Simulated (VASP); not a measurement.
# SiC (kscan) (F-43m) in VASP: further runs

SiC (kscan) is run at these levels: r2SCAN; tasks: single point.

Everything below comes from runs of VASP 6.6.1. Logs are shortened: lines on timing, memory, paths and dates and some standing lists are left out, and cuts for length are marked.

## 1. The cell of the first run

It takes space group F-43m (No. 216, cubic). The conventional cell has a = 4.354 Å, b = 4.354 Å, c = 4.354 Å, α = 90.00°, β = 90.00°, γ = 90.00°. Within 2.5 Å of Si (site symmetry -43m) lie 4 C at 1.89 Å. C (site symmetry -43m) has 4 Si at 1.89 Å within 2.5 Å.

## 2. Single point, r2SCAN

The input, POSCAR:

```
SiC
1.0
    0.0000000000      2.1769966200      2.1769966200
    2.1769966200      0.0000000000      2.1769966200
    2.1769966200      2.1769966200      0.0000000000
Si C
1 1
Direct
    0.7500000000      0.7500000000      0.7500000000
    0.0000000000      0.0000000000      0.0000000000
```

The input, INCAR.step1:

```
SYSTEM = SiC
PREC     = Accurate       ! precision mode
ENCUT    = 520            ! plane-wave cutoff, eV
ISMEAR   = 0              ! smearing method
SIGMA    = 0.1            ! smearing width, eV
LREAL    = .FALSE.        ! projectors in reciprocal space
LASPH    = .TRUE.         ! aspherical terms in the spheres
NELM     = 80             ! most SCF steps
NBANDS   = 11             ! bands
GGA      = PE             ! functional
ALGO     = Normal         ! electronic algorithm
EDIFF    = 1E-4           ! SCF threshold, eV
LWAVE    = .TRUE.         ! write WAVECAR
LCHARG   = .FALSE.        ! write CHGCAR
```

The input, INCAR.step2:

```
SYSTEM = SiC
PREC     = Accurate       ! precision mode
ENCUT    = 520            ! plane-wave cutoff, eV
EDIFF    = 1E-7           ! SCF threshold, eV
ISMEAR   = 0              ! smearing method
SIGMA    = 0.1            ! smearing width, eV
LREAL    = .FALSE.        ! projectors in reciprocal space
LASPH    = .TRUE.         ! aspherical terms in the spheres
NELM     = 80             ! most SCF steps
ALGO     = Normal         ! electronic algorithm
ISIF     = 2              ! what is computed and relaxed
LWAVE    = .FALSE.        ! write WAVECAR
LCHARG   = .TRUE.         ! write CHGCAR
METAGGA  = R2SCAN         ! meta-GGA
LMIXTAU  = .TRUE.       
LELF     = .TRUE.         ! ELF
LVHAR    = .TRUE.       
NBANDS   = 11             ! bands
ISTART   = 1
```

The input, KPOINTS:

```
Automatic mesh
0
G
  8 8 8
  0 0 0
```

Potentials or basis: VASP PAW PBE potentials, release 64 (Si, C).

Command:

```bash
$ cat potpaw_PBE.64/Si/POTCAR potpaw_PBE.64/C/POTCAR > POTCAR
$ cp INCAR.step1 INCAR
$ mpirun -np 1 vasp_std > vasp.out
$ cp INCAR.step2 INCAR
$ mpirun -np 1 vasp_std > vasp.out
```

OUTCAR:

```text
SYSTEM = SiC
   PREC = Accurate
   ENCUT = 520
   EDIFF = 1E-7
   ISMEAR = 0
   LREAL = .FALSE.
   LASPH = .TRUE.
   NELM = 80
   ISIF = 2
   METAGGA = R2SCAN
   ISTART = 1

 ion  position               nearest neighbor table
   1  0.750  0.750  0.750-   2 1.89   2 1.89   2 1.89   2 1.89
   2  0.000  0.000  0.000-   1 1.89   1 1.89   1 1.89   1 1.89

  LATTYP: Found a face centered cubic cell.
 ALAT       =     4.3539932400

  Lattice vectors:

 A1 = (   0.0000000000,   2.1769966200,   2.1769966200)
 A2 = (   2.1769966200,   0.0000000000,   2.1769966200)
 A3 = (   2.1769966200,   2.1769966200,   0.0000000000)

Analysis of symmetry for initial positions (statically):
=====================================================================
 Subroutine PRICEL returns:
 Original cell was already a primitive cell.

 Routine SETGRP: Setting up the symmetry group for a
 face centered cubic supercell.

 Subroutine GETGRP returns: Found 24 space group operations
 (whereof 24 operations were pure point group operations)
 out of a pool of 48 trial point group operations.

The static configuration has the point symmetry T_d .

Analysis of symmetry for dynamics (positions and initial velocities):
=====================================================================
 Subroutine PRICEL returns:
 Original cell was already a primitive cell.

 Routine SETGRP: Setting up the symmetry group for a
 face centered cubic supercell.

 Subroutine GETGRP returns: Found 24 space group operations
 (whereof 24 operations were pure point group operations)
 out of a pool of 48 trial point group operations.

The dynamic configuration has the point symmetry T_d .

 Subroutine INISYM returns: Found 24 space group operations
 (whereof 24 operations are pure point group operations),
 and found     1 'primitive' translations

----------------------------------------------------------------------------------------

                                     Primitive cell

  volume of cell :      20.6349

  direct lattice vectors                    reciprocal lattice vectors
     0.000000000  2.176996620  2.176996620    -0.229674220  0.229674220  0.229674220
     2.176996620  0.000000000  2.176996620     0.229674220 -0.229674220  0.229674220
     2.176996620  2.176996620  0.000000000     0.229674220  0.229674220 -0.229674220

  length of vectors
     3.078738145  3.078738145  3.078738145     0.397807418  0.397807418  0.397807418

  position of ions in fractional coordinates (direct lattice)
     0.750000000  0.750000000  0.750000000
     0.000000000  0.000000000  0.000000000

  ion indices of the primitive-cell ions
   primitive index   ion index
                 1           1
                 2           2

----------------------------------------------------------------------------------------

 KPOINTS: Automatic mesh

Automatic generation of k-mesh.
 Grid dimensions read from file:
 generate k-points for:    8    8    8

 Generating k-lattice:

  Cartesian coordinates                     Fractional coordinates (reciprocal lattice)
    -0.028709277  0.028709277  0.028709277     0.125000000  0.000000000  0.000000000
     0.028709277 -0.028709277  0.028709277     0.000000000  0.125000000  0.000000000
     0.028709277  0.028709277 -0.028709277     0.000000000  0.000000000  0.125000000

  Length of vectors
     0.049725927  0.049725927  0.049725927

  Shift w.r.t. Gamma in fractional coordinates (k-lattice)
     0.000000000  0.000000000  0.000000000

 Subroutine IBZKPT returns following result:
 ===========================================

 Found     29 irreducible k-points:

 Following reciprocal coordinates:
            Coordinates               Weight
  0.000000  0.000000  0.000000      1.000000
  0.125000  0.000000  0.000000      8.000000
  0.250000  0.000000  0.000000      8.000000
  0.375000  0.000000  0.000000      8.000000
  0.500000  0.000000  0.000000      4.000000
  0.125000  0.125000  0.000000      6.000000
[... 16 lines left out ...]
  0.500000  0.250000  0.125000     48.000000
 -0.375000  0.250000  0.125000     24.000000
 [... further k-points ...]
   k-points           NKPTS =     29   k-points in BZ     NKDIM =     29   number of bands    NBANDS=     11
   number of dos      NEDOS =    301   number of ions     NIONS =      2
   total plane-waves  NPLWV =  13824
   dimension x,y,z NGX =    24 NGY =   24 NGZ =   24
   dimension x,y,z NGXF=    48 NGYF=   48 NGZF=   48
   ions per type =               1   1
   NGX,Y,Z   is equivalent  to a cutoff of  12.96, 12.96, 12.96 a.u.
   NGXF,Y,Z  is equivalent  to a cutoff of  25.92, 25.92, 25.92 a.u.
 SYSTEM =  SiC
   PREC   = accura    normal or accurate (medium, high low for compatibility)
   ISTART =      1    job   : 0-new  1-cont  2-samecut
   ICHARG =      0    charge: 1-file 2-atom 10-const
   ISPIN  =      1    spin polarized calculation?
   LNONCOLLINEAR =      F non collinear calculations
   LSORBIT =      F    spin-orbit coupling
   LASPH  =      T    aspherical Exc in radial PAW
   ENCUT  =  520.0 eV  38.22 Ry    6.18 a.u.   5.72  5.72  5.72*2*pi/ulx,y,z
   NELM   =     80;   NELMIN=  2; NELMDL=  0     # of ELM steps
   EDIFF  = 0.1E-06   stopping-criterion for ELM
   LREAL  =      F    real-space projection
   EDIFFG = 0.1E-05   stopping-criterion for IOM
   NSW    =      0    number of steps for IOM
   IBRION =     -1    ionic relax: 0-MD 1-quasi-New 2-CG
   NFREE  =      0    steps in history (QN), initial steepest desc. (CG)
   ISIF   =      2    stress and relaxation
   ISYM   =      2    0-nonsym 1-usesym 2-fastsym
   POTIM  = 0.5000    time-step for ionic-motion
   TEBEG  =    0.0;   TEEND  =   0.0 temperature during run
   PSTRESS=    0.0 pullay stress
   NELECT =       8.0000    total number of electrons
   NUPDOWN=      -1.0000    fix difference up-down
   EMIN   =  10.00;   EMAX   =-10.00  energy-range for DOS
   EFERMI =   0.00;   METHOD = LEGACY
   ISMEAR =     0;   SIGMA  =   0.10  broadening in eV -4-tet -1-fermi 0-gaus
   EFERMI_NEDOS =   21; number of points for ismear=-14 and -15
   IALGO  =     38    algorithm
   IMIX   =      4    mixing-type and parameters
     AMIX     =   0.40;   BMIX     =  1.00
     AMIX_MAG =   1.60;   BMIX_MAG =  1.00
  volume/ion in A,a.u.               =      10.32        69.63
  Fermi-wavevector in a.u.,A,eV,Ry     =   1.193723  2.255810 19.387972  1.424976
  Thomas-Fermi vector in A             =   2.329731
   LORBIT       =      0    0 simple, 1 ext, 2 COOP (PROOUT), +10 PAW based schemes
   METAGGA = R2SCAN    functional components
   LHFCALC =     F    Hartree Fock is set to
   AEXX    =    0.0000 exact exchange contribution
   IVDW    =     0    specifies the selected vdW correction
   LEPSILON=     F    determine dielectric tensor
   LRPA    =     F    only Hartree local field effects (RPA)
 non-spin polarized calculation
 Gauss-broadening in eV      SIGMA  =   0.10
  energy-cutoff  :      520.00
  volume of cell :       20.63
 maximum number of plane-waves:       568
   NGX = 11   NGY = 11   NGZ = 11

 number of electron       8.0000001 magnetization

 Free energy of the ion-electron system (eV)
  ---------------------------------------------------
  ext. energy  EPLUGINS =         0.00000000
  ---------------------------------------------------
  free energy    TOTEN  =       -19.32603951 eV

  energy without entropy =      -19.32603951  energy(sigma->0) =      -19.32603951

 E-fermi :   8.5374     XC(G=0): -11.9465

 val. band max:        8.0138984632   @ k =   0.0000   0.0000   0.0000
 cond. band min:       9.7365514880   @ k =   0.5000   0.5000   0.0000
 fundamental gap:      1.7226530248
 Fermi energy:         8.5373618459

 k-point     1 :       0.0000    0.0000    0.0000
  band No.  band energies     occupation
      1      -8.1879      2.00000
      2       8.0139      2.00000
      3       8.0139      2.00000
      4       8.0139      2.00000
      5      14.8826      0.00000
      6      15.8827      0.00000
      7      15.8827      0.00000
      8      15.8827      0.00000
      9      23.2387      0.00000
     10      23.2387      0.00000
     11      25.8222      0.00000

 k-point     2 :       0.1250    0.0000    0.0000
  band No.  band energies     occupation
      1      -7.8717      2.00000
      2       6.4691      2.00000
      3       7.8035      2.00000
      4       7.8035      2.00000
      5      15.0978      0.00000
      6      16.2572      0.00000
      7      16.2572      0.00000
      8      16.5231      0.00000
      9      22.0238      0.00000
     10      22.0238      0.00000
     11      25.1800      0.00000

 k-point     3 :       0.2500    0.0000    0.0000
  band No.  band energies     occupation
      1      -6.9495      2.00000
      2       3.5393      2.00000
      3       7.3779      2.00000
      4       7.3779      2.00000
      5      14.5986      0.00000
      6      16.5145      0.00000
      7      16.5145      0.00000
      8      18.2095      0.00000
      9      21.8896      0.00000
     10      21.8896      0.00000
     11      24.2222      0.00000

 k-point     4 :       0.3750    0.0000    0.0000
  band No.  band energies     occupation
      1      -5.5617      2.00000
      2       0.7011      2.00000
      3       7.0325      2.00000
      4       7.0325      2.00000
      5      14.1778      0.00000
      6      16.0478      0.00000
      7      16.0478      0.00000
      8      18.9469      0.00000
      9      24.0500      0.00000
     10      24.0500      0.00000
     11      24.7022      0.00000
[... 239 lines left out ...]
 k-point    22 :       0.3750    0.2500    0.1250
  band No.  band energies     occupation
      1      -6.1496      2.00000
      2       3.3199      2.00000
      3       5.0513      2.00000
      4       6.6846      2.00000
      5      13.9236      0.00000
      6      16.2891      0.00000
      7      17.1372      0.00000
      8      18.8567      0.00000
      9      21.1168      0.00000
     10      25.0185      0.00000
     11      28.5719      0.00000

 k-point    23 :       0.5000    0.2500    0.1250
  band No.  band energies     occupation
      1      -4.8224      2.00000
      2       1.2328      2.00000
      3       4.2805      2.00000
      4       6.0140      2.00000
      5      13.8584      0.00000
      6      16.2322      0.00000
      7      17.9446      0.00000
      8      19.2524      0.00000
      9      22.3771      0.00000
     10      25.5955      0.00000
     11      28.5580      0.00000

 k-point    24 :      -0.3750    0.2500    0.1250
  band No.  band energies     occupation
      1      -3.8913      2.00000
      2      -0.0826      2.00000
      3       4.1608      2.00000
      4       5.6652      2.00000
      5      13.7988      0.00000
      6      15.8945      0.00000
      7      18.9396      0.00000
      8      19.8938      0.00000
      9      22.3809      0.00000
     10      25.2951      0.00000
     11      28.5900      0.00000

 [... further k-points ...]
[... 5 lines left out ...]
  --------------------------------------------------------------------------------------
  -------------------------------------------------------------------------------------
  Total        0.0240528      0.0240528      0.0240528      0.0000000     -0.0000000      0.0000000
  in kB        1.8675536      1.8675536      1.8675536      0.0000000     -0.0000000      0.0000000
  external PRESSURE =       1.8675536 kB  Pullay stress =       0.0000000 kB

 VOLUME and BASIS-vectors are now :
 -----------------------------------------------------------------------------
  energy-cutoff  :      520.00
  volume of cell :       20.63
      direct lattice vectors                 reciprocal lattice vectors
     0.000000000  2.176996620  2.176996620    -0.229674220  0.229674220  0.229674220
     2.176996620  0.000000000  2.176996620     0.229674220 -0.229674220  0.229674220
     2.176996620  2.176996620  0.000000000     0.229674220  0.229674220 -0.229674220

 POSITION                                       TOTAL-FORCE (eV/Angst)
 -----------------------------------------------------------------------------------
      3.26549      3.26549      3.26549         0.000000      0.000000      0.000000
      0.00000      0.00000      0.00000        -0.000000     -0.000000     -0.000000
 -----------------------------------------------------------------------------------
    total drift:                               -0.000001     -0.000001     -0.000001

  FREE ENERGIE OF THE ION-ELECTRON SYSTEM (eV)
  ---------------------------------------------------
  free  energy   TOTEN  =       -19.3260395122 eV

  energy  without entropy=      -19.3260395122  energy(sigma->0) =      -19.32603951
```

Run time: 27 s. Hardware: 1 thread of Intel Xeon 8259CL, shared host; peak memory 0.13 GiB.

What came out:

| Item | Value |
| --- | --- |
| Free energy | -19.3260 eV |
| Pressure | 0.2 GPa |
| Band gap on the k mesh | 1.72 eV, indirect (least direct gap 5.06 eV) |

Levels at points of the mesh, in eV from the valence-band top:
| k point | band 1 | band 2 | band 3 | band 4 | band 5 | band 6 | band 7 | band 8 |
| --- | --- | --- | --- | --- | --- | --- | --- | --- |
| (0.00, 0.00, 0.00) | -16.20 | 0.00 | 0.00 | 0.00 | 6.87 | 7.87 | 7.87 | 7.87 |
| (0.50, 0.00, 0.00) | -12.57 | -8.83 | -1.11 | -1.11 | 6.02 | 7.76 | 7.76 | 10.97 |
| (0.50, 0.50, 0.00) | -11.10 | -8.06 | -3.34 | -3.34 | 1.72 | 4.83 | 15.16 | 15.16 |

Caveat: the PAW data sets were made with another functional, which shifts forces and pressure a little. A k mesh can miss the band edges.

[end of part 1 of 2]
